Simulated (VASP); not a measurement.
Runs of VASP 6.6.1 on CuI (Marshite). The structure is that of space group F-43m (No. 216), or close to it. The cells are those of the table. 

```tsv
task	cell	gap on the mesh (eV)	pressure (GPa)
relaxation of cell and atoms	relaxed to 1 GPa from a = 4.145 Å, angles 60.0°, 2 atoms	1.33	1.0
relaxation of cell and atoms	relaxed to 10 GPa from a = 4.145 Å, angles 60.0°, 2 atoms	1.71	10.0
relaxation of cell and atoms	relaxed to 7 GPa from a = 4.145 Å, angles 60.0°, 2 atoms	1.60	7.0
single point	a = 4.122 Å, angles 60.0°, 2 atoms	1.34	1.2
relaxation of cell and atoms	relaxed to 4 GPa from a = 4.145 Å, angles 60.0°, 2 atoms	(b)	4.0
single point	a = 4.063 Å, angles 60.0°, 2 atoms	1.48	4.1
single point	a = 4.015 Å, angles 60.0°, 2 atoms	1.60	7.4
single point	a = 3.917 Å, angles 60.0°, 2 atoms	(c)	(a)
```

Alike in all rows: level LDA; potentials or basis VASP PAW LDA potentials, release 64 (Cu, I); no spin polarisation; k mesh 6 × 6 × 6; cutoff (eV) 600; smearing gaussian 0.01 eV.

Estimate the missing entries.

(a) 15.4; (b) 1.47; (c) 1.88.

Caveats: spin-orbit coupling is left out, which moves the levels of the heavy elements; the cell is relaxed towards a set pressure, so the enthalpy falls and the energy may rise (some runs).

A k mesh can miss the band edges, and the runs leave out spin-orbit coupling on I.
